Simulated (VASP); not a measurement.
Write the native input for VASP 6.6.1 that does the following.

```yaml
Task: single point
Functional: PBEsol
Potentials_or_basis: VASP PAW PBE potentials, release 64 (Ag)
Cutoff: 520 eV
k_mesh: 10 × 10 × 10
Occupations: gaussian, width 0.15 eV
Spin: no spin polarisation
Dipole_correction: no
Further_INCAR_settings: ALGO = Fast; EDIFF = 1e-06; NBANDS = 54
```

The structure of Ag lies in POSCAR:

```
Ag
1.0
    3.3113080000      3.3113080000     -3.3113080000
    3.3113080000     -3.3113080000      3.3113080000
   -3.3113080000     -3.3113080000     -3.3113080000
Ag
8
Direct
    0.0000000000      0.0000000000      0.4411544574
    0.5000000000      0.0000000000      0.5000000000
    0.0000000000      0.5000000000      0.5000000000
    0.5000000000      0.5000000000      0.5000000000
    0.0000000000      0.0000000000      0.0000000000
    0.5000000000      0.0000000000      0.0000000000
    0.0000000000      0.5000000000      0.0000000000
    0.5000000000      0.5000000000      0.0000000000
```

This cell differs from its parent crystal: atom 1 (Ag) moved +0.338 Å along Cartesian [1 1 1].

One way to write it, as run:

INCAR

```
SYSTEM = Ag
ALGO = Fast
EDIFF = 1E-6
ENCUT = 520
GGA = PS
ISIF = 2
ISMEAR = 0
LASPH = .TRUE.
LCHARG = .FALSE.
LREAL = .FALSE.
LWAVE = .FALSE.
NBANDS = 54
NELM = 60
PREC = Accurate
SIGMA = 0.15
```

KPOINTS

```
k-points
0
G
  10 10 10
  0 0 0
```

Potentials or basis: VASP PAW PBE potentials, release 64 (Ag).

Run with:

```sh
$ cat potpaw_PBE.64/Ag/POTCAR > POTCAR
$ mpirun -np 1 vasp_std > vasp.out
```

It gave:

```json
{
 "Pressure": "-6.0 GPa",
 "Largest force": "1.707 eV/Å",
 "Band gap on the k mesh": "zero (bands 44 and 45 overlap by 2.20 eV)"
}
```

Caveat: the cell differs from its parent crystal (atom 1 (Ag) moved +0.338 Å along Cartesian [1 1 1]); the cell stands under tension; the PAW data sets were made with another functional, which shifts forces and pressure a little.

Wall time 10 min on 1 thread of Intel(R) Xeon(R) 6975P-C (Granite Rapids), on a shared host, peak memory 0.74 GiB.
